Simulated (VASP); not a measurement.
Runs of VASP 6.6.1 on HfN. The structure is that of space group F-43m (No. 216), or close to it. The cells are those of the table. 

| task | level | potentials or basis | cell | gap on the mesh (eV) | pressure (GPa) | relaxed volume (Å³/atom) |
| --- | --- | --- | --- | --- | --- | --- |
| single point | BLYP+D3(BJ) | VASP PAW PBE potentials, release 64 (Hf_pv, N) | a = 3.461 Å, angles 60.0°, 2 atoms | none | -0.6 | - |
| relaxation of cell and atoms | PBEsol | VASP PAW PBE potentials, release 64 (Hf_pv, N) | relaxed from a = 3.472 Å, angles 60.0°, 2 atoms | none | -0.1 | (a) |
| single point | LDA | VASP PAW LDA potentials, release 64 (Hf_pv, N) | a = 3.415 Å, angles 60.0°, 2 atoms | none | -0.2 | - |
| single point | PBEsol | VASP PAW PBE potentials, release 64 (Hf_pv, N) | a = 3.442 Å, angles 60.0°, 2 atoms | none | (b) | - |
| relaxation of cell and atoms | LDA | VASP PAW LDA potentials, release 64 (Hf_pv, N) | relaxed from a = 3.472 Å, angles 60.0°, 2 atoms | none | 0.0 | 14.07 |
| relaxation of cell and atoms | BLYP+D3(BJ) | VASP PAW PBE potentials, release 64 (Hf_pv, N) | relaxed from a = 3.472 Å, angles 60.0°, 2 atoms | none | 0.0 | 14.61 |

Alike in all rows: no spin polarisation; k mesh 10 × 10 × 10; cutoff (eV) 600; smearing fermi-dirac 0.15 eV.

Question: Fill in the values left out.

Answer: (a) 14.36; (b) -0.9.

Caveats: spin-orbit coupling is left out, which moves the levels of the heavy elements; the PAW data sets were made with another functional, which shifts forces and pressure a little (at least some runs).

A k mesh can miss the band edges, and the runs leave out spin-orbit coupling on Hf.

A gap of «none» marks levels without a gap at the run's occupations.
